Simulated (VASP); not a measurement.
A run of VASP 6.6.1:

INCAR

```
PREC = Accurate
ENCUT = 520
EDIFF = 1E-6
ISMEAR = 0
SIGMA = 0.1
LREAL = Auto
LASPH = T
NELM = 100
ALGO = Normal
ISIF = 2
LWAVE = F
LCHARG = F
GGA = PS
NBANDS = 61
```

The input KPOINTS:

```
regular mesh
0
Gamma
  4 4 4
```

Contents of POSCAR:

```
Mg5Cd3O8
1.0
   -4.4053838129     -4.4053838129      0.0000000000
   -4.4053838129      0.0000000000     -4.4053838129
    0.0225529553     -4.4279367681     -4.4279367681
Cd Mg O
3 5 8
Direct
    0.5000000000      0.5000000000      0.5000000000
    0.0000000000      0.5000000000      0.5000000000
    0.5000000000      0.0000000000      0.5000000000
    0.0000000000      0.0000000000      0.5000000000
    0.5000000000      0.5000000000      0.0000000000
    0.0000000000      0.5000000000      0.0000000000
    0.5000000000      0.0000000000      0.0000000000
    0.0000000000      0.0000000000      0.0000000000
    0.2501485067      0.2501485067      0.2293342564
    0.7703687301      0.2501485067      0.2293342564
    0.2501485067      0.7703687301      0.2293342564
    0.7606654979      0.7606654979      0.2180035063
    0.2393345021      0.2393345021      0.7819964937
    0.7498514933      0.2296312699      0.7706657436
    0.2296312699      0.7498514933      0.7706657436
    0.7498514933      0.7498514933      0.7706657436
```

Potentials or basis: VASP PAW PBE potentials, release 64 (Cd, Mg, O).

Launch:

```bash
$ cat potpaw_PBE.64/Cd/POTCAR potpaw_PBE.64/Mg/POTCAR potpaw_PBE.64/O/POTCAR > POTCAR
$ mpirun -np 1 vasp_std > vasp.out
```

Hardware: 1 thread of Intel(R) Xeon(R) Platinum 8375C CPU @ 2.90GHz (Ice Lake) (shared host).

Task: Estimate the wall time of this run.

Result: Wall time 4.1 min on 1 thread of Intel(R) Xeon(R) Platinum 8375C CPU @ 2.90GHz (Ice Lake) (shared host), peak memory 0.36 GiB. Counts: scf iterations 14, k points 13.
